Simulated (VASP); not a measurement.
A run of VASP 6.6.1 is set up as follows.

INCAR

```
PREC = Accurate
ENCUT = 600
EDIFF = 1E-6
ISMEAR = 0
SIGMA = 0.01
LREAL = False
LASPH = True
NELM = 60
ALGO = Normal
ISIF = 3
LWAVE = False
LCHARG = False
GGA = PS
IBRION = 2
NSW = 80
EDIFFG = -0.001
```

File KPOINTS:

```
Automatic mesh
0
Gamma
  6 6 6
```

POSCAR

```
RbBr
1.0
    0.0000000000      3.4252093759      3.4252093759
    3.4252093759      0.0000000000      3.4252093759
    3.4252093759      3.4252093759      0.0000000000
Rb Br
1 1
Direct
    0.0000000000      0.0000000000      0.0000000000
    0.5000000000      0.5000000000      0.5000000000
```

Potentials or basis: VASP PAW PBE potentials, release 64 (Rb_sv, Br).

Run with:

```bash
$ cat potpaw_PBE.64/Rb_sv/POTCAR potpaw_PBE.64/Br/POTCAR > POTCAR
$ mpirun -np 1 vasp_std > vasp.out
```

Problem. Estimate the band gap on the k mesh.

Solution. 4.21 eV.

Final structure:
```xyz
2
Lattice="0.0000 3.4252 3.4252 3.4252 0.0000 3.4252 3.4252 3.4252 0.0000" Properties=species:S:1:pos:R:3 pbc="T T T"
Rb    0.0000    0.0000    0.0000
Br    3.4252    3.4252    3.4252
```

Caveat: the relaxation stopped at its first step, so nothing moved.
